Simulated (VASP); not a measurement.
Here is a VASP 6.6.1 calculation.

INCAR

```
SYSTEM = TaWC2
PREC = Accurate ; ENCUT = 520
EDIFF = 1E-7 ; ISMEAR = -1
SIGMA = 0.05 ; LREAL = .FALSE.
LASPH = .TRUE. ; NELM = 60
ALGO = Normal ; ISIF = 2
LWAVE = .FALSE. ; LCHARG = .FALSE.
GGA = PE ; NBANDS = 24
```

KPOINTS

```
Automatic mesh
0
G
  10 10 10
  0 0 0
```

The input POSCAR:

```
TaWC2
1.0
    1.5506112562      0.8952458261      5.0326704134
   -1.5506112562      0.8952458261      5.0326704134
    0.0000000000     -1.7904916524      5.0326704134
W Ta C
1 1 2
Direct
    0.0000000000      0.0000000000      0.0000000000
    0.5000000000      0.5000000000      0.5000000000
    0.2509330000      0.2509330000      0.2509330000
    0.7490670000      0.7490670000      0.7490670000
```

Potentials or basis: VASP PAW PBE potentials, release 64 (W_sv, Ta_pv, C).

Command:

```sh
$ cat potpaw_PBE.64/W_sv/POTCAR potpaw_PBE.64/Ta_pv/POTCAR potpaw_PBE.64/C/POTCAR > POTCAR
$ mpirun -np 1 vasp_std > vasp.out
```

Question: Predict the largest force.

Answer: 0.076 eV/Å.

Question: What does it give for the band gap on the k mesh?

Answer: Zero (an odd number of electrons rules out a gap without spin polarisation).

Question: Estimate the pressure.

Answer: 13.2 GPa.

Stress tensor (GPa, compression positive):
```
13.18  0.00  0.00
 0.00 13.18  0.00
 0.00  0.00 13.29
```

Caveat: the cell stands under pressure; spin-orbit coupling is left out, which moves the levels of the heavy elements; an odd number of electrons without spin polarisation forces a metal; a magnetic or distorted state may lie lower.
